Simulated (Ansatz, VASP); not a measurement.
WS2 in VASP and in Ansatz

```
CELL_PARAMETERS angstrom
3.12659 0.00000 0.00000
-1.56330 2.70771 0.00000
0.00000 0.00000 12.15203
ATOMIC_POSITIONS crystal
W 0.33333 0.66667 0.25000
W 0.66667 0.33333 0.75000
S 0.33333 0.66667 0.62829
S 0.66667 0.33333 0.12829
S 0.33333 0.66667 0.87171
S 0.66667 0.33333 0.37171
```

Alike in both runs: task single point; functional LDA; k mesh 12 × 12 × 4; occupations gaussian, width 0.05 eV; no spin polarisation.

|  | VASP | Ansatz |
| --- | --- | --- |
| version | VASP 6.6.1 | Ansatz 0.2.0 |
| potentials or method | VASP PAW LDA potentials, release 64 (W_sv, S), cutoff 520 eV | scalar-relativistic, plane waves, PAW |
| valence electrons in the cell | 52 | 52 |

|  | VASP | Ansatz | Ansatz less VASP |
| --- | --- | --- | --- |
| gap on the k mesh at the Fermi level (eV) | 0.67 | 0.65 | -0.020 |
| least direct gap on the mesh (eV) | 1.67 | 1.66 | -0.011 |
| pressure (GPa) | 10.9 | 10.5 | -0.40 |
| traceless stress, the component that is largest in VASP (GPa) | 6.69 | 6.71 | +0.019 |
| rms of the force components (eV/Å) | 0.939 | 0.917 | -0.0222 |

Ansatz warns that its potentials were made for another functional, while VASP's fit it. LDA's correlation is that of Perdew and Zunger in VASP and of Perdew and Wang (1992) in Ansatz. Atom by atom the forces differ by 0.022 eV/Å (rms over components).

Spin-orbit coupling is off throughout.
